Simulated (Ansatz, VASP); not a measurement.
## Ni in VASP and in Ansatz

The input INCAR:

```
SYSTEM = Ni
  PREC = Accurate
  ENCUT = 600
  EDIFF = 1E-6
  ISMEAR = -1
  SIGMA = 0.1
  LREAL = .False.
  LASPH = .True.
  NELM = 200
  ALGO = Normal
  ISIF = 2
  LWAVE = .False.
  LCHARG = .False.
  LNONCOLLINEAR = .True.
  MAGMOM = 0 0 0
  LORBIT = 11
  LSORBIT = .True.
  GGA_COMPAT = .False.
  LORBMOM = .True.
  LMAXMIX = 4
  GGA = PE
  NBANDS = 21
```

File KPOINTS:

```
regular mesh
0
Gamma
  13 13 13
  0 0 0
```

File POSCAR:

```
Ni
1.0
    2.3265230022      0.0000000000      0.0000000000
    0.0000000000      2.3265230022      0.0000000000
    0.0000000000      0.0000000000      2.3265230022
Ni
1
Direct
    0.0000000000      0.0000000000      0.0000000000
```

Input for Ansatz:

```yaml
crystal:
  lattice:
    - [2.3265230022, 0.0, 0.0]
    - [0.0, 2.3265230022, 0.0]
    - [0.0, 0.0, 2.3265230022]
  atoms:
    - { symbol: Ni, position: [0.0, 0.0, 0.0] }
hamiltonian:
  xc: pbe
  pseudopotentials:
    kind: paw_fr
    azcp:
      Ni: "pseudopotentials/Ni.paw.azcp"
basis:
  ecutwfc: 420
  fft_grid_basis: typed
kpoints:
  mp_grid: { grid: [13, 13, 13], shift: [0, 0, 0] }
magnetization:
  noncollinear: true
  spin_orbit: true
scf:
  occupations: { method: fermi_dirac, width: 0.1 }
output:
  write_density: true
  write_potential: true
  elf: true
  volumetric_format: npy
```

Alike in both runs: task single point; functional PBE; k mesh 13 × 13 × 13; occupations fermi-dirac, width 0.1 eV; non-collinear spin, spin-orbit coupling.

|  | VASP | Ansatz |
| --- | --- | --- |
| version | VASP 6.6.1 | Ansatz 0.2.0 |
| potentials or method | VASP PAW PBE potentials, release 64 (Ni), cutoff 600 eV | plane waves (420 eV) with PAW, fully relativistic with spin-orbit coupling |
| valence electrons in the cell | 10 | 18 |

```tsv
	VASP	Ansatz	Ansatz less VASP
net moment per atom (μB)	0.00	0.00	0.000
```

VASP's potentials hold 10 valence electrons a cell and Ansatz's 18, so a difference there can come from the potentials and not from the codes.
